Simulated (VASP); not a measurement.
Input of a VASP 6.6.1 run:

Contents of POSCAR:

```
Al
1.0
    0.0000000000      1.9974394157      1.9974394157
    1.9974394157      0.0000000000      1.9974394157
    1.9974394157      1.9974394157      0.0000000000
Al
1
Direct
    0.0000000000      0.0000000000      0.0000000000
```

INCAR.step1

```
PREC = Accurate ; ENCUT = 520
EDIFF = 1E-5 ; ISMEAR = -1
SIGMA = 0.05 ; LREAL = False
LASPH = True ; NELM = 100
ALGO = Normal ; ISIF = 2
LWAVE = True ; LCHARG = False
NBANDS = 8 ; GGA = PE
```

INCAR.step2

```
PREC = Accurate ; ENCUT = 520
EDIFF = 1E-6 ; ISMEAR = -1
SIGMA = 0.05 ; LREAL = False
LASPH = True ; NELM = 100
ALGO = Normal ; ISIF = 2
LWAVE = False ; LCHARG = False
METAGGA = R2SCAN ; LHFCALC = True
AEXX = 0.1 ; LMIXTAU = True
PRECFOCK = Normal ; NBANDS = 8
ISTART = 1
```

KPOINTS

```
regular mesh
0
Gamma
  6 6 6
```

Potentials or basis: VASP PAW PBE potentials, release 64 (Al).

The run is started by

```console
$ cat potpaw_PBE.64/Al/POTCAR > POTCAR
$ cp INCAR.step1 INCAR
$ mpirun -np 1 vasp_std > vasp.out
$ cp INCAR.step2 INCAR
$ mpirun -np 1 vasp_std > vasp.out
```

(1) Estimate the pressure.

## Answers

(1) -0.2 GPa.

Caveat: the k points lie up to 0.45 Å⁻¹ apart; the PAW data sets were made with another functional, which shifts forces and pressure a little.
